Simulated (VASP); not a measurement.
Wanted: the native input for a VASP 6.6.1 run.

| Property | Result |
| --- | --- |
| Task | single point |
| Functional | PBE |
| Potentials or basis | VASP PAW PBE potentials, release 64 (Si, C) |
| Cutoff | 520 eV |
| k mesh | 1 × 1 × 1, shifted |
| Occupations | fermi-dirac, width 0.05 eV |
| Spin | no spin polarisation |
| Dipole correction | no |
| Mended | yes |
| Further INCAR settings | ALGO = Normal; EDIFF = 1e-06; NBANDS = 41; ISYM = -1 |

The structure of SiC6 lies in POSCAR:

```
SiC6
1.0
    5.2607330000     -0.0401340000      0.1481530000
   -0.0401340000      5.1317960000      0.1176100000
    0.1481530000      0.1176100000      5.3357620000
Si C
2 12
Direct
    0.5238875659      0.0971235622      0.6872918588
    0.0903226299      0.7276045602      0.0492291184
    0.7897276704      0.9346587596      0.4586756793
    0.5791466310      0.8450072331      0.0515664658
    0.3507646040      0.2619469019      0.1103862197
    0.3338890100      0.9840213617      0.0747590671
    0.6144744242      0.6221306260      0.9194529268
    0.0385844278      0.9210064073      0.5897504495
    0.1002741014      0.6398133918      0.6942147416
    0.7914208264      0.8821291649      0.2146072893
    0.1769191637      0.1437599126      0.5975591287
    0.1356741832      0.4148132515      0.5326686753
    0.2143122011      0.4466219685      0.2650061593
    0.5334323345      0.3711835728      0.9204268293
```

The input as run:

INCAR

```
ALGO = Normal
EDIFF = 1E-6
ENCUT = 520
GGA = PE
GGA_COMPAT = False
ISIF = 2
ISMEAR = -1
ISYM = -1
LASPH = True
LCHARG = True
LELF = True
LREAL = False
LVHAR = True
LWAVE = False
NBANDS = 41
NELM = 120
PREC = Accurate
SIGMA = 0.05
```

KPOINTS

```
explicit points
1
Reciprocal
  0.25000000   0.25000000   0.25000000 1
```

Potentials or basis: VASP PAW PBE potentials, release 64 (Si, C).

Command:

```sh
$ cat potpaw_PBE.64/Si/POTCAR potpaw_PBE.64/C/POTCAR > POTCAR
$ mpirun -np 1 vasp_std > vasp.out
```

Results of the run:

```
Pressure      : -5.6 GPa
Largest force : 2.968 eV/Å
```

Caveat: the atoms stand as in a frame of molecular dynamics.

It took 25 s on 1 thread of Intel(R) Xeon(R) Platinum 8259CL CPU @ 2.50GHz (Skylake/Cascade Lake), on a shared host, peak memory 0.22 GiB.
